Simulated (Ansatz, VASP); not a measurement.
**Two plane-wave programs on Si**

```
Si
1.0
     3.83389    0.00000    0.00000
    -1.91695    3.32025    0.00000
     0.00000    0.00000   28.32444
Si
18
Direct
  0.00000 0.00000 0.99983
  0.00000 0.00000 0.08348
  0.33333 0.66667 0.11132
  0.33333 0.66667 0.19423
  0.66667 0.33333 0.22207
  0.66667 0.33333 0.30573
  0.33333 0.66667 0.33360
  0.33333 0.66667 0.41657
  0.00000 0.00000 0.44433
  0.00000 0.00000 0.52731
  0.66667 0.33333 0.55521
  0.66667 0.33333 0.63879
  0.00000 0.00000 0.66676
  0.00000 0.00000 0.75035
  0.66667 0.33333 0.77824
  0.66667 0.33333 0.86123
  0.33333 0.66667 0.88899
  0.33333 0.66667 0.97196
```

Alike in both runs: functional PBEsol; k mesh 12 × 12 × 2; occupations gaussian, width 0.01 eV; no spin polarisation.

Ansatz relaxed the structure, and its values are those at the end. VASP's run is a single point on that final structure, the one shown.

|  | VASP | Ansatz |
| --- | --- | --- |
| version | VASP 6.6.1 | Ansatz 0.2.0 |
| potentials or method | VASP PAW PBE potentials, release 64 (Si), cutoff 520 eV | scalar-relativistic, plane waves, PAW |
| valence electrons in the cell | 72 | 72 |

```csv
,VASP,Ansatz,Ansatz less VASP
gap on the k mesh at the Fermi level (eV),0.43,0.44,+0.005
least direct gap on the mesh (eV),1.22,1.22,-0.001
pressure (GPa),0.1,0.0,-0.12
```

VASP's potentials were made for PBE, not for PBEsol. The functional is the same, so the differences come from potentials, cutoffs and numerics.
